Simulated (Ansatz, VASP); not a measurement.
## MnHg in VASP and in Ansatz

```
CELL_PARAMETERS angstrom
3.31500 0.00000 0.00000
0.00000 3.31500 0.00000
0.00000 0.00000 3.31500
ATOMIC_POSITIONS crystal
Mn 0.50000 0.50000 0.50000
Hg 0.00000 0.00000 0.00000
```

Alike in both runs: task single point; functional PBE; dispersion D4; k mesh 4 × 4 × 4; occupations gaussian, width 0.1 eV; collinear spin.

|  | VASP | Ansatz |
| --- | --- | --- |
| version | VASP 6.6.1 | Ansatz 0.2.0 |
| potentials or method | VASP PAW PBE potentials, release 64 (Mn_pv, Hg), cutoff 500 eV | scalar-relativistic, plane waves, PAW |
| valence electrons in the cell | 25 | 35 |

```csv
,VASP,Ansatz,Ansatz less VASP
gap on the k mesh at the Fermi level (eV),none,none,-
pressure (GPa),-3.7,-4.1,-0.39
net moment per atom (μB),1.86,1.86,0.000
size of the moment on the site where the two differ most (μB),3.70,3.75,+0.052
```

Site moments also hang on the region over which each program counts them. A gap of «none» marks a metal or a gap that the smearing closes. VASP's potentials hold 25 valence electrons a cell and Ansatz's 35, so a difference there can come from the potentials and not from the codes.

The k mesh is coarse, so the values compare programs but aren't converged. Spin-orbit coupling is off throughout.
